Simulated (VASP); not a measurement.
Wanted: the native input for a VASP 6.6.1 run.

| Item | Value |
| --- | --- |
| Task | single point |
| Functional | PBEsol |
| Potentials or basis | VASP PAW PBE potentials, release 64 (Si, C) |
| Cutoff | 520 eV |
| k mesh | 2 × 2 × 2 |
| Occupations | gaussian, width 0.01 eV |
| Spin | no spin polarisation |
| Dipole correction | no |
| Further INCAR settings | LREAL = Auto; ALGO = Normal; EDIFF = 1e-07; NBANDS = 86 |

The structure of SiC lies in POSCAR:

```
SiC
1.0
    3.0780369068     -5.3313163218      0.0000000000
   -6.1560738237      0.0000000058      0.0000000000
    0.0000000000      0.0000000000    -10.0756977068
Si C
16 16
Direct
    0.3333333333      0.1666666667      0.0621701848
    0.8333333333      0.1666666667      0.0621701848
    0.3333333333      0.6666666667      0.0621701848
    0.8333333333      0.6666666667      0.0621701848
    0.1666666667      0.3333333333      0.5621701848
    0.6666666667      0.3333333333      0.5621701848
    0.1666666667      0.8333333333      0.5621701848
    0.6666666667      0.8333333333      0.5621701848
    0.5000000000      0.5000000000      0.3121022255
    1.0000000000      0.5000000000      0.3121022255
    0.5000000000      1.0000000000      0.3121022255
    1.0000000000      1.0000000000      0.3121022255
    0.0000000000      0.0000000000      0.8121022255
    0.5000000000      0.0000000000      0.8121022255
    0.0000000000      0.5000000000      0.8121022255
    0.5000000000      0.5000000000      0.8121022255
    0.3333333333      0.1666666667      0.2501819866
    0.8333333333      0.1666666667      0.2501819866
    0.3333333333      0.6666666667      0.2501819866
    0.8333333333      0.6666666667      0.2501819866
    0.1666666667      0.3333333333      0.7501819866
    0.6666666667      0.3333333333      0.7501819866
    0.1666666667      0.8333333333      0.7501819866
    0.6666666667      0.8333333333      0.7501819866
    0.0000000000      0.5000000000      0.4995466031
    0.5000000000      0.5000000000      0.4995466031
    0.0000000000      1.0000000000      0.4995466031
    0.5000000000      1.0000000000      0.4995466031
    0.0000000000      0.0000000000      0.9995466031
    0.5000000000      0.0000000000      0.9995466031
    0.0000000000      0.5000000000      0.9995466031
    0.5000000000      0.5000000000      0.9995466031
```

These files were run (other wordings do the same):

INCAR

```
SYSTEM = SiC
ALGO = Normal
EDIFF = 1E-7
ENCUT = 520
GGA = PS
ISIF = 2
ISMEAR = 0
LASPH = .True.
LCHARG = .False.
LREAL = Auto
LWAVE = .False.
NBANDS = 86
NELM = 100
PREC = Accurate
SIGMA = 0.01
```

KPOINTS

```
k-points
0
Gamma
  2 2 2
  0 0 0
```

Potentials or basis: VASP PAW PBE potentials, release 64 (Si, C).

Command:

```console
$ cat potpaw_PBE.64/Si/POTCAR potpaw_PBE.64/C/POTCAR > POTCAR
$ mpirun -np 1 vasp_std > vasp.out
```

Results of the run:

| Item | Value |
| --- | --- |
| Pressure | 0.6 GPa |
| Largest force | 0.052 eV/Å |
| Band gap on the k mesh | 2.08 eV |

Caveat: the k points lie up to 0.59 Å⁻¹ apart; the PAW data sets were made with another functional, which shifts forces and pressure a little.

It took 4.6 min on 1 thread of Intel(R) Xeon(R) Platinum 8259CL CPU @ 2.50GHz (Skylake/Cascade Lake), with other jobs on the host, peak memory 0.43 GiB.
